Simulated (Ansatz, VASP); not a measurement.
## AlP in VASP and in Ansatz

```
Al P
1.0
     3.85444    0.00000    0.00000
     1.92722    3.33804    0.00000
     1.92722    1.11268    3.14714
Al P
1 1
Direct
  0.00000 0.00000 0.00000
  0.25000 0.25000 0.25000
```

Alike in both runs: task single point; functional revPBE; k mesh 6 × 6 × 6; no spin polarisation.

|  | VASP | Ansatz |
| --- | --- | --- |
| version | VASP 6.6.1 | Ansatz 0.2.0 |
| potentials or method | VASP PAW PBE potentials, release 64 (Al, P), cutoff 500 eV | plane waves, PAW |
| occupations | gaussian, width 0.01 eV | fixed |
| valence electrons in the cell | 8 | 8 |

Ansatz gave:

| Item | Value |
| --- | --- |
| pressure (GPa) | 4.1 |

What did VASP give for the same quantities?

Pressure (GPa): 3.8.

VASP's potentials were made for PBE, not for revPBE.
